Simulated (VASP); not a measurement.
# Si62P (a cell with a defect) in VASP: single point with PBE

Aim: the single point of Si62P (a cell with a defect) with PBE.

All numbers are computed with VASP 6.6.1; they aren't measurements. Logs are shortened: lines on timing, memory, paths and dates and some standing lists are left out, and cuts for length are marked.

### Step 1. The cell of the first run

The cell holds a defect, 63 atoms: a = 10.860 Å, b = 10.860 Å, c = 10.860 Å, α = 90.00°, β = 90.00°, γ = 90.00°.

### Step 2. Single point, PBE

File INCAR:

```
SYSTEM = Si62P
  PREC = Accurate
  ENCUT = 520
  EDIFF = 1E-6
  ISMEAR = 0
  SIGMA = 0.02
  LREAL = Auto
  LASPH = .TRUE.
  NELM = 60
  ALGO = Normal
  ISIF = 2
  LWAVE = .FALSE.
  LCHARG = .FALSE.
  GGA = PE
  NBANDS = 164
  NELECT = 254.0
```

File KPOINTS:

```
Automatic mesh
0
G
  1 1 1
  0 0 0
```

File POSCAR:

```
Si62P
1.0
   10.8600000000      0.0000000000      0.0000000000
    0.0000000000     10.8600000000      0.0000000000
    0.0000000000      0.0000000000     10.8600000000
Si P
62 1
Direct
    0.4995468692      0.0004506446     -0.0002724678
    0.6240989871      0.1243435543      0.1251196133
    0.7486114180      0.2492516575     -0.0019134438
    0.8724969613      0.3747702578      0.1254177716
    0.7509544199     -0.0077472376      0.2436562615
    0.8664828729      0.1174675875      0.3755194291
    0.0051460405      0.0108397790      0.0119831492
    0.1220114180      0.1448185083      0.1439244936
    0.2484624309      0.2541279006      0.0035008287
    0.3824656538      0.3794174033      0.1178701657
    0.5101237569      0.5032477901     -0.0064672192
    0.6253704420      0.6305118785      0.1282583794
    0.7528207182      0.7474600368     -0.0015000921
    0.8813820442      0.8693772560      0.1235204420
    0.2486573665      0.0048886740      0.2518174954
    0.3680766114      0.1342501842      0.3770639042
    0.4986781768      0.2510528545      0.2489892265
    0.6244699816      0.3743953039      0.3747022099
    0.7529701657      0.5002026703      0.2531194291
    0.8907720074      0.6089399632      0.3818626151
    0.4984527624      0.0023904236      0.5001551565
    0.6173228361      0.1257006446      0.6318121547
    0.7424428177      0.2414176796      0.5000269797
    0.8893662983      0.3616046041      0.6000846225
    0.7495764273     -0.0011172192      0.7502528545
    0.8745375691      0.1233109576      0.8773090239
    0.0013284530      0.4991093923      0.0023431860
    0.1309115101      0.6178577348      0.1299494475
    0.2504531308      0.7488158379      0.0027272560
    0.3733179558      0.8776710866      0.1258307551
   -0.0133919890      0.2646382136      0.2756541436
    0.2546565378      0.4864482505      0.2522368324
    0.3708307551      0.6216003683      0.3731836096
    0.4965318600      0.7518961326      0.2544193370
    0.6275704420      0.8733810313      0.3752829650
   -0.0004919890     -0.0005751381      0.5006781768
    0.1253060773      0.1281310313      0.6220154696
    0.2343891344      0.2658050645      0.4931409761
    0.3678434622      0.3801291897      0.6205078269
    0.5002952118      0.5017111418      0.4995325967
    0.6299406998      0.6236164825      0.6236612339
    0.7594619705      0.7428832413      0.4983880295
    0.8763625230      0.8734540516      0.6264447514
    0.2555325046      0.0004153775      0.7470507366
    0.3724127993      0.1277209024      0.8769523020
    0.4944270718      0.2561632597      0.7519213628
    0.6357965930      0.3798794659      0.8636530387
    0.7696846225      0.4969898711      0.7318133517
    0.8792192449      0.6235034070      0.8719924494
    0.0053024862      0.7427298343      0.2548665746
    0.1268062615      0.8751759669      0.3759189687
    0.1115635359      0.6294145488      0.6233077348
    0.2466266114      0.7457146409      0.5023599448
    0.3769055249      0.8714242173      0.6209926335
   -0.0001005525      0.2473959484      0.7499966851
    0.1242205341      0.3762566298      0.8730472376
    0.2430430939      0.5058414365      0.7454639963
    0.3739691529      0.6252117864      0.8726464088
    0.5027344383      0.7482927256      0.7496317680
    0.6255213628      0.8745192449      0.8756986188
    0.0047187845      0.7573918048      0.7576937385
    0.1283609576      0.8851684162      0.8819837937
    0.0307664825      0.4066865562      0.4378184162
```

Potentials or basis: VASP PAW PBE potentials, release 64 (Si, P).

Run with:

```
$ cat potpaw_PBE.64/Si/POTCAR potpaw_PBE.64/P/POTCAR > POTCAR
$ mpirun -np 1 vasp_gam > vasp.out
```

OUTCAR:

```text
SYSTEM = Si62P
   PREC = Accurate
   ENCUT = 520
   EDIFF = 1E-6
   ISMEAR = 0
   LREAL = Auto
   LASPH = .TRUE.
   NELM = 60
   ISIF = 2
   GGA = PE
   NELECT = 254.0

 ion  position               nearest neighbor table
   1  0.500  0.000  1.000-   2 2.34  30 2.35  60 2.36  45 2.37
   2  0.624  0.124  0.125-   1 2.34  17 2.36   3 2.36   5 2.37
   3  0.749  0.249  0.998-  26 2.34   2 2.36   4 2.36  47 2.38
   4  0.872  0.375  0.125-  19 2.34  27 2.36   3 2.36  31 2.37
   5  0.751  0.992  0.244-   6 2.34  14 2.34  35 2.35   2 2.37
   6  0.866  0.117  0.376-  31 2.33  23 2.34   5 2.34  36 2.36
[... 23 lines left out ...]
  30  0.373  0.878  0.126-  29 2.35   1 2.35  34 2.37  15 2.37
  31  0.987  0.265  0.276-   6 2.33   4 2.37  63 2.39   8 2.43
  32  0.255  0.486  0.252-  10 2.33  33 2.34  28 2.37
  33  0.371  0.622  0.373-  32 2.34  34 2.35  40 2.36  53 2.37
  34  0.497  0.752  0.254-  35 2.34  33 2.35  12 2.36  30 2.37
  35  0.628  0.873  0.375-  34 2.34   5 2.35  21 2.40  42 2.42
  36  1.000  0.999  0.501-  43 2.35  37 2.36  51 2.36   6 2.36
  37  0.125  0.128  0.622-  55 2.34  36 2.36  38 2.37  44 2.40
  38  0.234  0.266  0.493-  39 2.36  37 2.37  16 2.40  63 2.76
[... 11 lines left out ...]
  50  0.005  0.743  0.255-  51 2.35  28 2.35  20 2.36  14 2.40
  51  0.127  0.875  0.376-  50 2.35  15 2.36  53 2.36  36 2.36
  52  0.112  0.629  0.623-  61 2.33  53 2.34  57 2.37
  53  0.247  0.746  0.502-  52 2.34  54 2.35  51 2.36  33 2.37
  54  0.377  0.871  0.621-  21 2.34  53 2.35  44 2.36  59 2.37
  55  1.000  0.247  0.750-  37 2.34  56 2.36  26 2.36  24 2.37
  56  0.124  0.376  0.873-  27 2.35  57 2.36  55 2.36   9 2.36
  57  0.243  0.506  0.745-  39 2.35  56 2.36  52 2.37  58 2.37
  58  0.374  0.625  0.873-  59 2.35  29 2.37  57 2.37  11 2.38
  59  0.503  0.748  0.750-  58 2.35  60 2.35  54 2.37  41 2.37
  60  0.626  0.875  0.876-  25 2.34  59 2.35   1 2.36  13 2.37
  61  0.005  0.757  0.758-  52 2.33  49 2.35  62 2.36  43 2.36
  62  0.128  0.885  0.882-  61 2.36  44 2.37   7 2.38  29 2.38
  63  0.031  0.407  0.438-  24 2.39  31 2.39  20 2.74  38 2.76

  LATTYP: Found a simple cubic cell.
 ALAT       =    10.8600000000

  Lattice vectors:

 A1 = (  10.8600000000,   0.0000000000,   0.0000000000)
 A2 = (   0.0000000000,  10.8600000000,   0.0000000000)
 A3 = (   0.0000000000,   0.0000000000,  10.8600000000)

Analysis of symmetry for initial positions (statically):
=====================================================================
 Subroutine PRICEL returns:
 Original cell was already a primitive cell.

 Routine SETGRP: Setting up the symmetry group for a
 simple cubic supercell.

 Subroutine GETGRP returns: Found  1 space group operations
 (whereof  1 operations were pure point group operations)
 out of a pool of 48 trial point group operations.

The static configuration has the point symmetry C_1 .

Analysis of symmetry for dynamics (positions and initial velocities):
=====================================================================
 Subroutine PRICEL returns:
 Original cell was already a primitive cell.

 Routine SETGRP: Setting up the symmetry group for a
 simple cubic supercell.

 Subroutine GETGRP returns: Found  1 space group operations
 (whereof  1 operations were pure point group operations)
 out of a pool of 48 trial point group operations.

The dynamic configuration has the point symmetry C_1 .

 Subroutine INISYM returns: Found  1 space group operations
 (whereof  1 operations are pure point group operations),
 and found     1 'primitive' translations

----------------------------------------------------------------------------------------

                                     Primitive cell

  volume of cell :    1280.8241

  direct lattice vectors                    reciprocal lattice vectors
    10.860000000  0.000000000  0.000000000     0.092081031  0.000000000  0.000000000
     0.000000000 10.860000000  0.000000000     0.000000000  0.092081031  0.000000000
     0.000000000  0.000000000 10.860000000     0.000000000  0.000000000  0.092081031

  length of vectors
    10.860000000 10.860000000 10.860000000     0.092081031  0.092081031  0.092081031

  position of ions in fractional coordinates (direct lattice)
     0.499546869  0.000450645  0.999727532
     0.624098987  0.124343554  0.125119613
     0.748611418  0.249251657  0.998086556
     0.872496961  0.374770258  0.125417772
     0.750954420  0.992252762  0.243656261
     0.866482873  0.117467588  0.375519429
[... 55 lines left out ...]
     0.128360958  0.885168416  0.881983794
     0.030766482  0.406686556  0.437818416

  ion indices of the primitive-cell ions
   primitive index   ion index
                 1           1
                 2           2
                 3           3
                 4           4
                 5           5
                 6           6
[... 55 lines left out ...]
                62          62
                63          63

----------------------------------------------------------------------------------------

 KPOINTS: Automatic mesh

Automatic generation of k-mesh.
 Grid dimensions read from file:
 generate k-points for:    1    1    1

 Generating k-lattice:

  Cartesian coordinates                     Fractional coordinates (reciprocal lattice)
     0.092081031  0.000000000  0.000000000     1.000000000  0.000000000  0.000000000
     0.000000000  0.092081031  0.000000000     0.000000000  1.000000000  0.000000000
     0.000000000  0.000000000  0.092081031     0.000000000  0.000000000  1.000000000

  Length of vectors
     0.092081031  0.092081031  0.092081031

  Shift w.r.t. Gamma in fractional coordinates (k-lattice)
     0.000000000  0.000000000  0.000000000

 Subroutine IBZKPT returns following result:
 ===========================================

 Found      1 irreducible k-points:

 Following reciprocal coordinates:
            Coordinates               Weight
  0.000000  0.000000  0.000000      1.000000
   k-points           NKPTS =      1   k-points in BZ     NKDIM =      1   number of bands    NBANDS=    164
   number of dos      NEDOS =    301   number of ions     NIONS =     63
   total plane-waves  NPLWV = 592704
   dimension x,y,z NGX =    84 NGY =   84 NGZ =   84
   dimension x,y,z NGXF=   168 NGYF=  168 NGZF=  168
   ions per type =              62   1
   NGX,Y,Z   is equivalent  to a cutoff of  12.86, 12.86, 12.86 a.u.
   NGXF,Y,Z  is equivalent  to a cutoff of  25.72, 25.72, 25.72 a.u.
 SYSTEM =  Si62P
   PREC   = accura    normal or accurate (medium, high low for compatibility)
   ISTART =      0    job   : 0-new  1-cont  2-samecut
   ICHARG =      2    charge: 1-file 2-atom 10-const
   ISPIN  =      1    spin polarized calculation?
   LNONCOLLINEAR =      F non collinear calculations
   LSORBIT =      F    spin-orbit coupling
   LASPH  =      T    aspherical Exc in radial PAW
   ENCUT  =  520.0 eV  38.22 Ry    6.18 a.u.  20.19 20.19 20.19*2*pi/ulx,y,z
   NELM   =     60;   NELMIN=  2; NELMDL= -5     # of ELM steps
   EDIFF  = 0.1E-05   stopping-criterion for ELM
   LREAL  =      T    real-space projection
   EDIFFG = 0.1E-04   stopping-criterion for IOM
   NSW    =      0    number of steps for IOM
[... 5 lines left out ...]
   TEBEG  =    0.0;   TEEND  =   0.0 temperature during run
   PSTRESS=    0.0 pullay stress
   NELECT =     254.0000    total number of electrons
   NUPDOWN=      -1.0000    fix difference up-down
   EMIN   =  10.00;   EMAX   =-10.00  energy-range for DOS
   EFERMI =   0.00;   METHOD = LEGACY
   ISMEAR =     0;   SIGMA  =   0.02  broadening in eV -4-tet -1-fermi 0-gaus
   EFERMI_NEDOS =   21; number of points for ismear=-14 and -15
   IALGO  =     38    algorithm
   IMIX   =      4    mixing-type and parameters
     AMIX     =   0.40;   BMIX     =  1.00
     AMIX_MAG =   1.60;   BMIX_MAG =  1.00
  volume/ion in A,a.u.               =      20.33       137.20
  Fermi-wavevector in a.u.,A,eV,Ry     =   0.954677  1.804077 12.400449  0.911407
  Thomas-Fermi vector in A             =   2.083445
   LORBIT       =      0    0 simple, 1 ext, 2 COOP (PROOUT), +10 PAW based schemes
   GGA     = PE    functional components
   LHFCALC =     F    Hartree Fock is set to
   AEXX    =    0.0000 exact exchange contribution
   IVDW    =     0    specifies the selected vdW correction
   LEPSILON=     F    determine dielectric tensor
   LRPA    =     F    only Hartree local field effects (RPA)
 non-spin polarized calculation
 Gauss-broadening in eV      SIGMA  =   0.02
  energy-cutoff  :      520.00
  volume of cell :     1280.82
 maximum number of plane-waves:     17229
 NGX is ok and might be reduce to    84
   NGX = 41   NGY = 41   NGZ = 41

 number of electron     253.9999996 magnetization

 Free energy of the ion-electron system (eV)
  ---------------------------------------------------
  ext. energy  EPLUGINS =         0.00000000
  ---------------------------------------------------
  free energy    TOTEN  =      -325.74655363 eV

  energy without entropy =     -325.74655363  energy(sigma->0) =     -325.74655363

 E-fermi :   6.0798     XC(G=0):  -9.3700

 val. band max:        5.9765176235   @ k =   0.0000   0.0000   0.0000
 cond. band min:       6.2343310815   @ k =   0.0000   0.0000   0.0000
 fundamental gap:      0.2578134581
 Fermi energy:         6.0797776649

 k-point     1 :       0.0000    0.0000    0.0000
  band No.  band energies     occupation
      1      -6.2573      2.00000
      2      -5.5584      2.00000
      3      -5.1387      2.00000
      4      -5.1178      2.00000
      5      -5.1140      2.00000
      6      -5.0839      2.00000
[... 131 lines left out ...]
    138       6.9146      0.00000
    139       6.9451      0.00000
 [bands above 139 left out]

------------------------ aborting loop because EDIFF is reached ----------------------------------------

  FORCE on cell =-STRESS in cart. coord.  units (eV):
  Direction    XX          YY          ZZ          XY          YZ          ZX
  --------------------------------------------------------------------------------------
  -------------------------------------------------------------------------------------
  Total       18.1732555     17.8854207     14.8222613      8.4741856      3.4426298     -3.2506707
  in kB       22.7328475     22.3727962     18.5411032     10.6003224      4.3063709     -4.0662500
  external PRESSURE =      21.2155823 kB  Pullay stress =       0.0000000 kB

 VOLUME and BASIS-vectors are now :
 -----------------------------------------------------------------------------
  energy-cutoff  :      520.00
  volume of cell :     1280.82
      direct lattice vectors                 reciprocal lattice vectors
    10.860000000  0.000000000  0.000000000     0.092081031  0.000000000  0.000000000
     0.000000000 10.860000000  0.000000000     0.000000000  0.092081031  0.000000000
     0.000000000  0.000000000 10.860000000     0.000000000  0.000000000  0.092081031

 POSITION                                       TOTAL-FORCE (eV/Angst)
 -----------------------------------------------------------------------------------
      5.42508      0.00489     10.85704        -0.000761      0.000110     -0.000079
      6.77771      1.35037      1.35880        -0.003743     -0.000147      0.001072
      8.12992      2.70687     10.83922        -0.000368      0.001420     -0.001155
      9.47532      4.07000      1.36204        -0.002967      0.001635     -0.001929
      8.15537     10.77586      2.64611        -0.000050     -0.001415      0.000931
      9.41000      1.27570      4.07814         0.000189     -0.000202     -0.002190
[... 55 lines left out ...]
      1.39400      9.61293      9.57834        -0.002073     -0.000804     -0.003718
      0.33412      4.41662      4.75471        -0.032128      0.014814      0.002510
 -----------------------------------------------------------------------------------
    total drift:                                0.003377     -0.003967      0.015842

  FREE ENERGIE OF THE ION-ELECTRON SYSTEM (eV)
  ---------------------------------------------------
  free  energy   TOTEN  =      -325.7465536274 eV

  energy  without entropy=     -325.7465536274  energy(sigma->0) =     -325.74655363
```

Wall time 3.3 min (1 thread of AMD EPYC 9R45 (Zen 5), shared host); peak memory 1 GiB.

Results:

- Free energy: -325.7466 eV
- Largest force: 0.035 eV/Å

Forces on the atoms (eV/Å):
```
Si  -0.001  0.000  0.000
Si  -0.004  0.000  0.001
Si   0.000  0.001 -0.001
Si  -0.003  0.002 -0.002
Si   0.000 -0.001  0.001
Si   0.000  0.000 -0.002
Si  -0.002 -0.007 -0.003
Si   0.005 -0.002 -0.003
Si   0.001  0.003  0.000
Si   0.002  0.001 -0.003
Si   0.001 -0.001  0.003
Si  -0.001  0.000  0.000
Si   0.003 -0.005  0.000
Si  -0.002  0.000  0.005
Si   0.001  0.001  0.001
Si   0.008 -0.004 -0.007
Si   0.002  0.000  0.001
Si   0.000  0.001  0.001
Si   0.001 -0.001  0.002
Si   0.001 -0.006 -0.002
Si   0.005 -0.003  0.004
Si   0.000  0.002 -0.002
Si   0.003  0.002  0.000
Si   0.000  0.002 -0.007
Si  -0.002  0.000  0.001
Si   0.000  0.002 -0.002
Si   0.001 -0.002  0.000
Si  -0.001  0.000  0.001
Si   0.001 -0.004  0.002
Si  -0.001  0.001 -0.002
Si  -0.006  0.009  0.005
Si   0.007  0.004 -0.002
Si   0.001  0.003  0.002
Si  -0.001 -0.003 -0.001
Si   0.001 -0.004  0.000
Si   0.001 -0.003  0.000
Si  -0.001 -0.001  0.000
Si   0.011 -0.006  0.006
Si   0.003  0.005  0.000
Si   0.002 -0.004  0.000
Si   0.000  0.002 -0.001
Si   0.002 -0.001  0.004
Si  -0.002  0.000  0.002
Si   0.001 -0.002  0.001
Si   0.002 -0.001 -0.002
Si   0.002  0.001  0.001
Si   0.000 -0.001  0.000
Si  -0.001  0.001  0.001
Si   0.002  0.002 -0.001
Si   0.000 -0.003  0.002
Si  -0.001  0.002  0.002
Si   0.002 -0.001  0.001
Si  -0.001  0.000  0.002
Si  -0.003  0.002 -0.001
Si   0.001  0.003 -0.003
Si  -0.002  0.003 -0.001
Si  -0.001  0.002  0.003
Si  -0.001  0.000 -0.001
Si   0.002 -0.003  0.000
Si   0.000 -0.001  0.000
Si  -0.004  0.001  0.001
Si  -0.002 -0.001 -0.004
P   -0.032  0.015  0.003
```

Caveat: the k points lie up to 0.58 Å⁻¹ apart; the cell carries a net charge on a neutralising background, which shifts energy and pressure; the cell is charged against a uniform background, so pressure and absolute levels hang on convention.
